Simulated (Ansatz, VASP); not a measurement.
## One calculation of SnO2, two programs

Contents of INCAR:

```
SYSTEM = SnO2
  PREC = Accurate
  ENCUT = 520
  EDIFF = 1E-6
  ISMEAR = -1
  SIGMA = 0.05
  LREAL = .False.
  LASPH = .True.
  NELM = 80
  ALGO = Normal
  ISIF = 2
  LWAVE = .False.
  LCHARG = .False.
  GGA = PE
  IBRION = 2
  NSW = 60
  EDIFFG = -0.01
```

The input KPOINTS:

```
Automatic mesh
0
Gamma
  4 4 4
  0 0 0
```

The input POSCAR:

```
SnO2
1.0
    5.1752560000      0.0000000000      0.0000000000
    0.0000000000      5.1752560000      0.0000000000
    0.0000000000      0.0000000000      5.1752560000
Sn O
4 8
Direct
    0.0000000000      0.0000000000      0.0000000000
    0.5000000000      0.0000000000      0.5000000000
    0.5000000000      0.5000000000      0.0000000000
    0.0000000000      0.5000000000      0.5000000000
    0.6610980000      0.8389020000      0.1610980000
    0.8389020000      0.1610980000      0.6610980000
    0.1610980000      0.6610980000      0.8389020000
    0.3389020000      0.3389020000      0.3389020000
    0.6610980000      0.6610980000      0.6610980000
    0.8389020000      0.3389020000      0.1610980000
    0.1610980000      0.8389020000      0.3389020000
    0.3389020000      0.1610980000      0.8389020000
```

File input.yaml:

```yaml
crystal:
  lattice:
    - [5.175256, 0.0, 0.0]
    - [0.0, 5.175256, 0.0]
    - [0.0, 0.0, 5.175256]
  atoms:
    - { symbol: Sn, position: [0.0, 0.0, 0.0] }
    - { symbol: Sn, position: [0.5, 0.0, 0.5] }
    - { symbol: Sn, position: [0.5, 0.5, 0.0] }
    - { symbol: Sn, position: [0.0, 0.5, 0.5] }
    - { symbol: O, position: [0.661098, 0.838902, 0.161098] }
    - { symbol: O, position: [0.838902, 0.161098, 0.661098] }
    - { symbol: O, position: [0.161098, 0.661098, 0.838902] }
    - { symbol: O, position: [0.338902, 0.338902, 0.338902] }
    - { symbol: O, position: [0.661098, 0.661098, 0.661098] }
    - { symbol: O, position: [0.838902, 0.338902, 0.161098] }
    - { symbol: O, position: [0.161098, 0.838902, 0.338902] }
    - { symbol: O, position: [0.338902, 0.161098, 0.838902] }
hamiltonian:
  xc: pbe
  pseudopotentials: { kind: paw }
kpoints:
  mp_grid: { grid: [4, 4, 4] }
scf:
  occupations: { method: fermi_dirac, width: 0.05 }
output:
  forces: true
  stress: true
  eigenvalues: true
relax:
  f_tol: 0.01
  max_steps: 40
```

Alike in both runs: task relaxation of the atoms; functional PBE; k mesh 4 × 4 × 4; occupations fermi-dirac, width 0.05 eV; no spin polarisation.

```csv
,VASP,Ansatz
version,VASP 6.6.1,Ansatz 0.2.0
potentials or method,"VASP PAW PBE potentials, release 64 (Sn_d, O)",Ansatz PAW
plane-wave cutoff (eV),520,420
valence electrons in the cell,104,104
```

|  | VASP | Ansatz | Ansatz less VASP |
| --- | --- | --- | --- |
| gap on the k mesh at the Fermi level, each at its own relaxed structure (eV) | 0.56 | 0.57 | +0.008 |

Noted on VASP's run: the relaxation stopped at its first step, so nothing moved.
